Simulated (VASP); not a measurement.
**CuO: single point with LDA**

Crystal: CuO.

```
Cu O
1.0
     2.32613   -1.69981    0.00000
     2.32613    1.69981    0.00000
    -0.84432    0.00000    5.02392
Cu O
2 2
Direct
  0.50000 0.00000 0.50000
  0.00000 0.50000 0.00000
  0.41840 0.58160 0.75000
  0.58160 0.41840 0.25000
```

| Property | Result |
| --- | --- |
| Program | VASP 6.6.1 |
| Task | single point |
| Functional | LDA |
| Potentials or basis | VASP PAW LDA potentials, release 64 (Cu, O) |
| Cutoff | 520 eV |
| k mesh | 10 × 10 × 5 |
| Occupations | fermi-dirac, width 0.05 eV |
| Spin | no spin polarisation |
| Dipole correction | no |
| Further INCAR settings | ALGO = Normal; EDIFF = 1e-06; NBANDS = 25 |

```json
{
 "Pressure": "-5.3 GPa",
 "Largest force": "0.363 eV/Å",
 "Band gap on the k mesh": "zero (bands 17 and 18 overlap by 0.61 eV)"
}
```

Forces in eV/Å, atoms in the order of the input:
```
Cu   0.000  0.000  0.000
Cu   0.000  0.000  0.000
O    0.000 -0.363  0.000
O    0.000  0.363  0.000
```

Stress tensor (GPa, compression positive):
```
-5.97  0.00 -0.26
 0.00 -2.49  0.00
-0.26  0.00 -7.35
```

Levels at points of the mesh, in eV from the Fermi level:
```csv
k point,band 13,band 14,band 15,band 16,band 17,band 18,band 19,band 20,band 21,band 22
"(0.00, 0.00, 0.00)",-2.47,-2.29,-2.23,-1.69,0.23,0.97,1.83,6.01,8.22,13.30
"(0.50, 0.00, 0.00)",-2.09,-1.63,-1.53,-1.45,0.00,0.25,4.76,6.35,7.00,11.12
"(0.50, 0.50, 0.00)",-2.20,-2.20,-1.71,-1.24,-0.66,1.09,3.21,7.07,8.46,10.10
```

It took 67 s on 1 thread of Intel(R) Xeon(R) Platinum 8488C (Sapphire Rapids) (shared host), peak memory 0.23 GiB.

Caveat: the cell stands under tension; semilocal functionals often make such compounds metallic where correlation or magnetic order opens a gap, which also shifts bond lengths. With open d or f shells a metallic result of LDA can be an artefact of self-interaction; +U or a hybrid may open a gap.
